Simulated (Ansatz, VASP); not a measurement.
**Two plane-wave programs on Cu**

```
Cu
1.0
    -1.43805    1.43805    1.29583
     1.43805   -1.43805    1.29583
     1.43805    1.43805   -1.29583
Cu
1
Direct
  0.00000 0.00000 0.00000
```

Alike in both runs: task single point; functional PBE; k mesh 24 × 24 × 24; occupations gaussian, width 0.15 eV; no spin polarisation.

|  | VASP | Ansatz |
| --- | --- | --- |
| version | VASP 6.6.1 | Ansatz 0.2.0 |
| potentials or method | VASP PAW PBE potentials, release 64 (Cu), cutoff 520 eV | scalar-relativistic, plane waves, PAW |
| valence electrons in the cell | 11 | 19 |

```csv
,VASP,Ansatz,Ansatz less VASP
gap on the k mesh at the Fermi level (eV),none,none,-
pressure (GPa),21.8,21.1,-0.69
"traceless stress, the component that is largest in VASP (GPa)",1.47,1.45,-0.026
```

A gap of «none» marks a metal or a gap that the smearing closes. VASP's potentials hold 11 valence electrons a cell and Ansatz's 19, so a difference there can come from the potentials and not from the codes.
